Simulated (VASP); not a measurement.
# Os (Fm-3m) in VASP: single point with PBEsol

Aim: the single point of Os with PBEsol.

All numbers are computed with VASP 6.6.1; they aren't measurements. Logs are shortened: lines on timing, memory, paths and dates and some standing lists are left out, and cuts for length are marked.

## 1. The cell of the first run

Symmetry: Fm-3m, No. 225, cubic system. Conventional cell: a = 3.849 Å, b = 3.849 Å, c = 3.849 Å, α = 90.00°, β = 90.00°, γ = 90.00°. Os (site symmetry m-3m) has 12 Os at 2.72 Å within 3.6 Å.

This isn't the form of Os at room conditions, which is hcp.

## 2. Single point, PBEsol (Ru replaced by Os, lengths x 0.992, strained)

Input file INCAR:

```
PREC = Accurate
ENCUT = 520
EDIFF = 1E-6
ISMEAR = 0
SIGMA = 0.1
LREAL = False
LASPH = True
NELM = 80
ALGO = Fast
ISIF = 2
LWAVE = False
LCHARG = False
GGA = PS
NBANDS = 10
```

Input file KPOINTS:

```
regular mesh
0
Gamma
  18 18 18
```

Input file POSCAR:

```
Os
1.0
    0.0000000000      1.9245774134      1.9245774134
    1.9245774134      0.0000000000      1.9245774134
    1.9245774134      1.9245774134      0.0000000000
Os
1
Direct
    0.0000000000      0.0000000000      0.0000000000
```

Potentials or basis: VASP PAW PBE potentials, release 64 (Os).

The run is started by

```
$ cat potpaw_PBE.64/Os/POTCAR > POTCAR
$ mpirun -np 1 vasp_std > vasp.out
```

OUTCAR:

```text
PREC = Accurate
   ENCUT = 520
   EDIFF = 1E-6
   ISMEAR = 0
   LREAL = False
   LASPH = True
   NELM = 80
   ISIF = 2
   GGA = PS

 ion  position               nearest neighbor table
   1  0.000  0.000  0.000-

  LATTYP: Found a face centered cubic cell.
 ALAT       =     3.8491548268

  Lattice vectors:

 A1 = (   0.0000000000,   1.9245774134,   1.9245774134)
 A2 = (   1.9245774134,   0.0000000000,   1.9245774134)
 A3 = (   1.9245774134,   1.9245774134,   0.0000000000)

Analysis of symmetry for initial positions (statically):
=====================================================================
 Subroutine PRICEL returns:
 Original cell was already a primitive cell.

 Routine SETGRP: Setting up the symmetry group for a
 face centered cubic supercell.

 Subroutine GETGRP returns: Found 48 space group operations
 (whereof 48 operations were pure point group operations)
 out of a pool of 48 trial point group operations.

The static configuration has the point symmetry O_h .

Analysis of symmetry for dynamics (positions and initial velocities):
=====================================================================
 Subroutine PRICEL returns:
 Original cell was already a primitive cell.

 Routine SETGRP: Setting up the symmetry group for a
 face centered cubic supercell.

 Subroutine GETGRP returns: Found 48 space group operations
 (whereof 48 operations were pure point group operations)
 out of a pool of 48 trial point group operations.

The dynamic configuration has the point symmetry O_h .

 Subroutine INISYM returns: Found 48 space group operations
 (whereof 48 operations are pure point group operations),
 and found     1 'primitive' translations

----------------------------------------------------------------------------------------

                                     Primitive cell

  volume of cell :      14.2573

  direct lattice vectors                    reciprocal lattice vectors
     0.000000000  1.924577413  1.924577413    -0.259797292  0.259797292  0.259797292
     1.924577413  0.000000000  1.924577413     0.259797292 -0.259797292  0.259797292
     1.924577413  1.924577413  0.000000000     0.259797292  0.259797292 -0.259797292

  length of vectors
     2.721763480  2.721763480  2.721763480     0.449982109  0.449982109  0.449982109

  position of ions in fractional coordinates (direct lattice)
     0.000000000  0.000000000  0.000000000

  ion indices of the primitive-cell ions
   primitive index   ion index
                 1           1

----------------------------------------------------------------------------------------

 KPOINTS: regular mesh

Automatic generation of k-mesh.
 Grid dimensions read from file:
 generate k-points for:   18   18   18

 Generating k-lattice:

  Cartesian coordinates                     Fractional coordinates (reciprocal lattice)
    -0.014433183  0.014433183  0.014433183     0.055555556  0.000000000  0.000000000
     0.014433183 -0.014433183  0.014433183     0.000000000  0.055555556  0.000000000
     0.014433183  0.014433183 -0.014433183     0.000000000  0.000000000  0.055555556

  Length of vectors
     0.024999006  0.024999006  0.024999006

  Shift w.r.t. Gamma in fractional coordinates (k-lattice)
     0.000000000  0.000000000  0.000000000

 Subroutine IBZKPT returns following result:
 ===========================================

 Found    195 irreducible k-points:

 Following reciprocal coordinates:
            Coordinates               Weight
  0.000000  0.000000  0.000000      1.000000
  0.055556  0.000000  0.000000      8.000000
  0.111111  0.000000  0.000000      8.000000
  0.166667  0.000000  0.000000      8.000000
  0.222222  0.000000  0.000000      8.000000
  0.277778  0.000000  0.000000      8.000000
[... 16 lines left out ...]
 -0.277778  0.055556  0.000000     24.000000
 -0.222222  0.055556  0.000000     24.000000
 [... further k-points ...]
   k-points           NKPTS =    195   k-points in BZ     NKDIM =    195   number of bands    NBANDS=     10
   number of dos      NEDOS =    301   number of ions     NIONS =      1
   total plane-waves  NPLWV =   8000
   dimension x,y,z NGX =    20 NGY =   20 NGZ =   20
   dimension x,y,z NGXF=    40 NGYF=   40 NGZF=   40
   ions per type =               1
   NGX,Y,Z   is equivalent  to a cutoff of  12.22, 12.22, 12.22 a.u.
   NGXF,Y,Z  is equivalent  to a cutoff of  24.43, 24.43, 24.43 a.u.
 SYSTEM =  unknown system
   PREC   = accura    normal or accurate (medium, high low for compatibility)
   ISTART =      0    job   : 0-new  1-cont  2-samecut
   ICHARG =      2    charge: 1-file 2-atom 10-const
   ISPIN  =      1    spin polarized calculation?
   LNONCOLLINEAR =      F non collinear calculations
   LSORBIT =      F    spin-orbit coupling
   LASPH  =      T    aspherical Exc in radial PAW
   ENCUT  =  520.0 eV  38.22 Ry    6.18 a.u.   5.06  5.06  5.06*2*pi/ulx,y,z
   NELM   =     80;   NELMIN=  2; NELMDL= -5     # of ELM steps
   EDIFF  = 0.1E-05   stopping-criterion for ELM
   LREAL  =      F    real-space projection
[... 7 lines left out ...]
   TEBEG  =    0.0;   TEEND  =   0.0 temperature during run
   PSTRESS=    0.0 pullay stress
   NELECT =       8.0000    total number of electrons
   NUPDOWN=      -1.0000    fix difference up-down
   EMIN   =  10.00;   EMAX   =-10.00  energy-range for DOS
   EFERMI =   0.00;   METHOD = LEGACY
   ISMEAR =     0;   SIGMA  =   0.10  broadening in eV -4-tet -1-fermi 0-gaus
   EFERMI_NEDOS =   21; number of points for ismear=-14 and -15
   IALGO  =     68    algorithm
   IMIX   =      4    mixing-type and parameters
     AMIX     =   0.40;   BMIX     =  1.00
     AMIX_MAG =   1.60;   BMIX_MAG =  1.00
  volume/ion in A,a.u.               =      14.26        96.21
  Fermi-wavevector in a.u.,A,eV,Ry     =   1.350287  2.551673 24.807165  1.823275
  Thomas-Fermi vector in A             =   2.477804
   LORBIT       =      0    0 simple, 1 ext, 2 COOP (PROOUT), +10 PAW based schemes
   GGA     = PS    functional components
   LHFCALC =     F    Hartree Fock is set to
   AEXX    =    0.0000 exact exchange contribution
   IVDW    =     0    specifies the selected vdW correction
   LEPSILON=     F    determine dielectric tensor
   LRPA    =     F    only Hartree local field effects (RPA)
 non-spin polarized calculation
 RMM-DIIS sequential band-by-band and
 Gauss-broadening in eV      SIGMA  =   0.10
  energy-cutoff  :      520.00
  volume of cell :       14.26
 maximum number of plane-waves:       392
   NGX = 11   NGY = 11   NGZ = 11

 number of electron       8.0000000 magnetization

 Free energy of the ion-electron system (eV)
  ---------------------------------------------------
  ext. energy  EPLUGINS =         0.00000000
  ---------------------------------------------------
  free energy    TOTEN  =       -12.09599302 eV

  energy without entropy =      -12.09205491  energy(sigma->0) =      -12.09402396

 E-fermi :   8.8625     XC(G=0): -14.0440

 val. band max:        8.8282616037   @ k =  -0.3889   0.3333   0.0000
 cond. band min:       8.8672501281   @ k =  -0.2222   0.2778   0.0556
 fundamental gap:      0.0389885244
 Fermi energy:         8.8624984853

 k-point     1 :       0.0000    0.0000    0.0000
  band No.  band energies     occupation
      1      -1.8033      2.00000
      2       5.9702      2.00000
      3       5.9702      2.00000
      4       5.9702      2.00000
      5       8.9498      0.21717
      6       8.9498      0.21717
      7      23.1852      0.00000
      8      28.8717      0.00000
      9      28.8717      0.00000
     10      28.8717      0.00000

 k-point     2 :       0.0556    0.0000    0.0000
  band No.  band energies     occupation
      1      -1.6611      2.00000
      2       5.8834      2.00000
      3       6.0353      2.00000
      4       6.0353      2.00000
      5       8.9025      0.57187
      6       8.9025      0.57187
      7      23.4504      0.00000
      8      28.1147      0.00000
      9      29.1230      0.00000
     10      29.1230      0.00000

 k-point     3 :       0.1111    0.0000    0.0000
  band No.  band energies     occupation
      1      -1.2497      2.00000
      2       5.6605      2.00000
      3       6.2056      2.00000
      4       6.2056      2.00000
      5       8.7979      1.63931
      6       8.7979      1.63931
      7      24.1767      0.00000
      8      26.6963      0.00000
      9      29.8550      0.00000
     10      29.8550      0.00000

 k-point     4 :       0.1667    0.0000    0.0000
  band No.  band energies     occupation
      1      -0.6208      2.00000
      2       5.4033      2.00000
      3       6.3950      2.00000
      4       6.3950      2.00000
      5       8.7511      1.88486
      6       8.7511      1.88486
      7      24.7930      0.00000
      8      25.6419      0.00000
      9      31.0068      0.00000
     10      31.0068      0.00000

 k-point     5 :       0.2222    0.0000    0.0000
  band No.  band energies     occupation
      1       0.1170      2.00000
      2       5.2668      2.00000
      3       6.4681      2.00000
      4       6.4681      2.00000
      5       8.9246      0.37957
      6       8.9246      0.37957
      7      23.6523      0.00000
      8      26.2744      0.00000
      9      32.4734      0.00000
     10      32.4748      0.00000

 k-point     6 :       0.2778    0.0000    0.0000
  band No.  band energies     occupation
      1       0.7783      2.00000
      2       5.4547      2.00000
      3       6.3693      2.00000
      4       6.3693      2.00000
      5       9.3803      0.00000
      6       9.3803      0.00000
      7      22.3426      0.00000
      8      26.0923      0.00000
      9      33.5227      0.00000
     10      33.7037      0.00000

 k-point     7 :       0.3333    0.0000    0.0000
  band No.  band energies     occupation
      1       1.1795      2.00000
      2       6.1226      2.00000
      3       6.1799      2.00000
      4       6.1799      2.00000
      5      10.0087      0.00000
      6      10.0087      0.00000
      7      20.9895      0.00000
      8      24.8625      0.00000
      9      32.2409      0.00000
     10      32.2417      0.00000

 k-point     8 :       0.3889    0.0000    0.0000
  band No.  band energies     occupation
      1       1.3228      2.00000
      2       5.9930      2.00000
      3       5.9930      2.00000
      4       7.1646      2.00000
      5      10.6450      0.00000
      6      10.6450      0.00000
      7      19.5332      0.00000
      8      23.6506      0.00000
      9      30.5876      0.00000
     10      30.5876      0.00000

 k-point     9 :       0.4444    0.0000    0.0000
  band No.  band energies     occupation
      1       1.3424      2.00000
      2       5.8636      2.00000
      3       5.8636      2.00000
      4       8.1962      2.00000
      5      11.1235      0.00000
      6      11.1235      0.00000
      7      18.2215      0.00000
      8      22.9286      0.00000
      9      29.4821      0.00000
     10      29.4821      0.00000
[... 118 lines left out ...]
 k-point    19 :       0.5000    0.0556    0.0000
  band No.  band energies     occupation
      1       1.4616      2.00000
      2       5.6850      2.00000
      3       5.9343      2.00000
      4       8.2039      2.00000
      5      11.3136      0.00000
      6      11.7171      0.00000
      7      17.6420      0.00000
      8      22.9904      0.00000
      9      28.9805      0.00000
     10      29.0335      0.00000

 k-point    20 :      -0.4444    0.0556    0.0000
  band No.  band energies     occupation
      1       1.4649      2.00000
      2       5.7180      2.00000
      3       5.9328      2.00000
      4       8.0843      2.00000
      5      11.0741      0.00000
      6      11.7841      0.00000
      7      17.8547      0.00000
      8      23.0619      0.00000
      9      28.8132      0.00000
     10      29.4584      0.00000

 k-point    21 :      -0.3889    0.0556    0.0000
  band No.  band energies     occupation
      1       1.4632      2.00000
      2       5.8435      2.00000
      3       6.0228      2.00000
      4       7.2684      2.00000
      5      10.5362      0.00000
      6      11.4223      0.00000
      7      19.0528      0.00000
      8      23.5692      0.00000
      9      29.3104      0.00000
     10      30.6496      0.00000

 k-point    22 :      -0.3333    0.0556    0.0000
  band No.  band energies     occupation
      1       1.3789      2.00000
      2       6.0344      2.00000
      3       6.1907      2.00000
      4       6.2493      2.00000
      5       9.8371      0.00000
      6      10.8269      0.00000
      7      20.5918      0.00000
      8      24.5635      0.00000
      9      30.3479      0.00000
     10      32.4288      0.00000

 k-point    23 :      -0.2778    0.0556    0.0000
  band No.  band energies     occupation
      1       1.0728      2.00000
      2       5.4660      2.00000
      3       6.2643      2.00000
      4       6.3972      2.00000
      5       9.1326      0.00013
      6      10.1548      0.00000
      7      22.0490      0.00000
      8      25.8590      0.00000
      9      31.5125      0.00000
     10      33.0078      0.00000

 k-point    24 :      -0.2222    0.0556    0.0000
  band No.  band energies     occupation
      1       0.4776      2.00000
      2       5.1581      2.00000
      3       6.4402      2.00000
      4       6.5534      2.00000
      5       8.5892      1.99989
      6       9.5569      0.00000
      7      23.3846      0.00000
      8      26.5170      0.00000
      9      31.5456      0.00000
     10      32.7194      0.00000

 [... further k-points ...]

------------------------ aborting loop because EDIFF is reached ----------------------------------------

  FORCE on cell =-STRESS in cart. coord.  units (eV):
  Direction    XX          YY          ZZ          XY          YZ          ZX
  --------------------------------------------------------------------------------------
  -------------------------------------------------------------------------------------
  Total       -0.7800554     -0.7800554     -0.7800554      0.0000000      0.0000000      0.0000000
  in kB      -87.6596755    -87.6596755    -87.6596755      0.0000000      0.0000000      0.0000000
  external PRESSURE =     -87.6596755 kB  Pullay stress =       0.0000000 kB

 VOLUME and BASIS-vectors are now :
 -----------------------------------------------------------------------------
  energy-cutoff  :      520.00
  volume of cell :       14.26
      direct lattice vectors                 reciprocal lattice vectors
     0.000000000  1.924577413  1.924577413    -0.259797292  0.259797292  0.259797292
     1.924577413  0.000000000  1.924577413     0.259797292 -0.259797292  0.259797292
     1.924577413  1.924577413  0.000000000     0.259797292  0.259797292 -0.259797292

 POSITION                                       TOTAL-FORCE (eV/Angst)
 -----------------------------------------------------------------------------------
      0.00000      0.00000      0.00000         0.000000     -0.000000     -0.000000
 -----------------------------------------------------------------------------------
    total drift:                                0.000000      0.000000     -0.000000

  FREE ENERGIE OF THE ION-ELECTRON SYSTEM (eV)
  ---------------------------------------------------
  free  energy   TOTEN  =       -12.0959930198 eV

  energy  without entropy=      -12.0920549086  energy(sigma->0) =      -12.09402396
```

Wall time 9 s (1 thread of Intel Xeon 6975P-C (Granite Rapids), shared host); peak memory 0.14 GiB.

What came out:

| Property | Result |
| --- | --- |
| Free energy | -12.0960 eV |
| Pressure | -8.8 GPa |
| Band gap on the k mesh | zero (bands 4 and 5 overlap by 3.73 eV) |

Caveat: the cell differs from its parent crystal (Ru replaced by Os, lengths x 0.992, strained); the cell stands under tension; the PAW data sets were made with another functional, which shifts forces and pressure a little; spin-orbit coupling is left out, which moves the levels of the heavy elements.

The gap in the log of VASP goes by the Fermi energy; the results here count the filled bands.